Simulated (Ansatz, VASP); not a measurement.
**BN in VASP and in Ansatz**

```
B N
1.0
     0.00000    1.80760    1.80760
     1.80760    0.00000    1.80760
     1.80760    1.80760    0.00000
B N
1 1
Cartesian
  0.0000 0.0000 0.0000
  0.9038 0.9038 0.9038
```

Alike in both runs: task single point; functional PBE; k mesh 10 × 10 × 10; no spin polarisation.

|  | VASP | Ansatz |
| --- | --- | --- |
| version | VASP 6.6.1 | Ansatz 0.2.0 |
| potentials or method | VASP PAW PBE potentials, release 64 (B, N) | scalar-relativistic, plane waves, norm-conserving pseudopotentials |
| plane-wave cutoff (eV) | 600 | 1240 |
| occupations | gaussian, width 0.01 eV | fixed |
| valence electrons in the cell | 8 | 8 |

|  | VASP | Ansatz | Ansatz less VASP |
| --- | --- | --- | --- |
| gap on the k mesh at the Fermi level (eV) | 4.46 | 4.47 | +0.006 |
| least direct gap on the mesh (eV) | 8.82 | 8.83 | +0.011 |
| pressure (GPa) | 3.0 | 3.1 | +0.17 |
